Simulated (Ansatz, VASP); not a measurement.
One calculation of Cu, two programs

```
Cu
1.0
     0.00000    1.84365    1.80750
     1.84365    0.00000    1.80750
     1.84365    1.84365    0.00000
Cu
1
Direct
  0.00000 0.00000 0.00000
```

Change from the starting cell: equal xx and yy strain of +2 %.

Alike in both runs: task single point; functional PBE; k mesh 19 × 19 × 19; occupations fermi-dirac, width 0.08 eV; no spin polarisation.

|  | VASP | Ansatz |
| --- | --- | --- |
| version | VASP 6.6.1 | Ansatz 0.2.0 |
| potentials or method | VASP PAW PBE potentials, release 64 (Cu), cutoff 520 eV | all-electron LAPW, scalar-relativistic |

Ansatz gave:

* pressure (GPa): -3.7
* traceless stress, the component that is largest in VASP (GPa): 0.48

Estimate VASP's values.

pressure (GPa): -3.1; traceless stress, the component that is largest in VASP (GPa): 0.47.

Ansatz ran all-electron here, and VASP with PAW potentials.
